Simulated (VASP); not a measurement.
A run of VASP 6.6.1 is set up as follows.

POSCAR

```
AgI
1.0
    4.6862871461      0.0000000000      0.0000000000
   -2.3431435731      4.0584437180      0.0000000000
    0.0000000000      0.0000000000      7.6611314757
Ag I
2 2
Direct
    0.3333333333      0.6666666667      0.0024493945
    0.6666666667      0.3333333333      0.5024493945
    0.3333333333      0.6666666667      0.3774506055
    0.6666666667      0.3333333333      0.8774506055
```

Contents of INCAR.step1:

```
SYSTEM = AgI
ALGO     = Normal         ! electronic algorithm
EDIFF    = 1E-5           ! SCF threshold, eV
EDIFFG   = -0.005         ! ionic threshold
ENCUT    = 550            ! plane-wave cutoff, eV
GGA      = PE             ! functional
GGA_COMPAT= .FALSE.      
IBRION   = 2              ! ionic algorithm
ISIF     = 3              ! what is computed and relaxed
ISMEAR   = -1             ! smearing method
LASPH    = .TRUE.         ! aspherical terms in the spheres
LCHARG   = .FALSE.        ! write CHGCAR
LREAL    = .FALSE.        ! projectors in reciprocal space
LWAVE    = .TRUE.         ! write WAVECAR
NELM     = 120            ! most SCF steps
NELMIN   = 4            
NSW      = 100            ! ionic steps
PREC     = Accurate       ! precision mode
SIGMA    = 0.02           ! smearing width, eV
```

INCAR.step2

```
SYSTEM = AgI
ALGO     = Normal         ! electronic algorithm
EDIFF    = 1E-7           ! SCF threshold, eV
EDIFFG   = -0.005         ! ionic threshold
ENCUT    = 550            ! plane-wave cutoff, eV
GGA_COMPAT= .FALSE.      
IBRION   = 2              ! ionic algorithm
ISIF     = 3              ! what is computed and relaxed
ISMEAR   = -1             ! smearing method
ISTART   = 1            
LASPH    = .TRUE.         ! aspherical terms in the spheres
LCHARG   = .FALSE.        ! write CHGCAR
LMIXTAU  = .TRUE.       
LREAL    = .FALSE.        ! projectors in reciprocal space
LWAVE    = .FALSE.        ! write WAVECAR
METAGGA  = R2SCAN         ! meta-GGA
NELM     = 120            ! most SCF steps
NELMIN   = 4            
NSW      = 80             ! ionic steps
PREC     = Accurate       ! precision mode
SIGMA    = 0.02           ! smearing width, eV
```

The input KPOINTS:

```
k-points
0
G
  6 6 4
  0 0 0
```

Potentials or basis: VASP PAW PBE potentials, release 64 (Ag, I).

Command:

```bash
$ cat potpaw_PBE.64/Ag/POTCAR potpaw_PBE.64/I/POTCAR > POTCAR
$ cp INCAR.step1 INCAR
$ mpirun -np 1 vasp_std > vasp.out
$ cp INCAR.step2 INCAR
$ mpirun -np 1 vasp_std > vasp.out
```

Predict the band gap on the k mesh.

1.83 eV.

What does it give for the relaxed volume?

35.45 Å³/atom.

Estimate the space group after relaxing (to 0.1 Å).

P6_3mc (No. 186).

Estimate the relaxed cell.

a = 4.645 Å, b = 4.645 Å, c = 7.590 Å, α = 90.00°, β = 90.00°, γ = 120.00°.

Final structure:
```
Ag I
1.0
     4.64459    0.00000    0.00000
    -2.32229    4.02233    0.00000
     0.00000    0.00000    7.58992
Ag I
2 2
Direct
  0.33333 0.66667 0.00245
  0.66667 0.33333 0.50245
  0.33333 0.66667 0.37745
  0.66667 0.33333 0.87745
```

Caveat: the PAW data sets were made with another functional, which shifts forces and pressure a little; spin-orbit coupling is left out, which moves the levels of the heavy elements.
